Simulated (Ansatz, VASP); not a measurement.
## Two plane-wave programs on Al

Contents of INCAR:

```
ALGO = Normal
EDIFF = 1E-6
ENCUT = 520
GGA = PS
ISIF = 2
ISMEAR = 0
LASPH = T
LCHARG = F
LREAL = F
LWAVE = F
NBANDS = 10
NELM = 60
PREC = Accurate
SIGMA = 0.15
```

KPOINTS

```
k-points
0
Gamma
  18 18 10
```

POSCAR

```
Al
1.0
    2.7699000000      0.0000000000      0.0000000000
   -1.3849500000      2.3988037660      0.0000000000
    0.0000000000      0.0000000000      4.5641000000
Al
2
Direct
    0.6666666667      0.3333333333      0.7500000000
    0.3333333333      0.6666666667      0.2500000000
```

Input for Ansatz:

```yaml
crystal:
  lattice:
    - [2.7699, 0.0, 0.0]
    - [-1.38495, 2.398803766, 0.0]
    - [0.0, 0.0, 4.5641]
  atoms:
    - { symbol: Al, position: [0.6666666667, 0.3333333333, 0.75] }
    - { symbol: Al, position: [0.3333333333, 0.6666666667, 0.25] }
basis:
  ecutwfc: 420
kpoints:
  mp_grid: { grid: [18, 18, 10] }
hamiltonian:
  xc: pbesol
  pseudopotentials: { kind: paw, azcp: { folder: soft_1 } }
scf:
  occupations: { method: gaussian, width: 0.15 }
output:
  forces: true
  stress: true
  eigenvalues: true
```

Alike in both runs: task single point; functional PBEsol; k mesh 18 × 18 × 10; occupations gaussian, width 0.15 eV; no spin polarisation.

|  | VASP | Ansatz |
| --- | --- | --- |
| version | VASP 6.6.1 | Ansatz 0.2.0 |
| potentials or method | VASP PAW PBE potentials, release 64 (Al), cutoff 520 eV | scalar-relativistic, plane waves, PAW |
| valence electrons in the cell | 6 | 6 |

```tsv
	VASP	Ansatz	Ansatz less VASP
gap on the k mesh at the Fermi level (eV)	none	none	-
pressure (GPa)	6.9	6.7	-0.11
traceless stress, the component that is largest in VASP (GPa)	-0.17	-0.17	+0.002
```

VASP's potentials were made for PBE, not for PBEsol, and Ansatz warns of the same on its side. A gap of «none» marks a metal or a gap that the smearing closes.
